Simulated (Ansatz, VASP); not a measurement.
# Hg: VASP beside Ansatz

```
Hg
1.0
     0.00000    5.18797    5.18797
     5.18797    0.00000    5.18797
     5.18797    5.18797    0.00000
Hg
2
Direct
  0.12500 0.12500 0.12500
  0.87500 0.87500 0.87500
```

Alike in both runs: functional revPBE; k mesh 9 × 9 × 9; occupations fermi-dirac, width 0.1 eV; no spin polarisation.

Ansatz relaxed the structure, and its values are those at the end. VASP's run is a single point on that final structure, the one shown.

|  | VASP | Ansatz |
| --- | --- | --- |
| version | VASP 6.6.1 | Ansatz 0.2.0 |
| potentials or method | VASP PAW PBE potentials, release 64 (Hg), cutoff 500 eV | plane waves (420 eV) with PAW, scalar-relativistic |
| valence electrons in the cell | 24 | 40 |

```tsv
	VASP	Ansatz	Ansatz less VASP
pressure (GPa)	0.0	0.0	+0.02
```

VASP's potentials were made for PBE, not for revPBE. VASP's potentials hold 24 valence electrons a cell and Ansatz's 40, so a difference there can come from the potentials and not from the codes.

Neither program's run includes spin-orbit coupling.
